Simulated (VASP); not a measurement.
Runs of VASP 6.6.1 on Cd2Se5. The structure is that of space group P4/mmm (No. 123), or close to it. The cells are those of the table. 

| cell | k mesh | gap on the mesh (eV) | pressure (GPa) | largest force (eV/Å) |
| --- | --- | --- | --- | --- |
| a = 6.513, b = 6.513, c = 5.250 Å, 7 atoms | 3 × 3 × 3 | none | (a) | 0.05 |
| a = 7.305, b = 7.305, c = 5.311 Å, 7 atoms | 3 × 3 × 3 | none | 0.5 | - |
| a = 4.456, b = 4.456, c = 10.026 Å, 7 atoms | 3 × 3 × 2 | none | 0.4 | 0.03 |
| a = 6.614, b = 6.614, c = 5.071 Å, 7 atoms | 3 × 3 × 3 | none | 0.3 | (b) |

Alike in all rows: task single point; level PBE; potentials or basis VASP PAW PBE potentials, release 64 (Cd, Se); no spin polarisation; cutoff (eV) 500; smearing gaussian 0.2 eV.

Question: Estimate the missing entries.

Answer: (a) 0.2; (b) 0.02.

Caveats: all runs use coarse meshes.

A k mesh can miss the band edges, and the runs leave out spin-orbit coupling on Cd, Se.

A gap of «none» marks levels without a gap at the run's occupations.
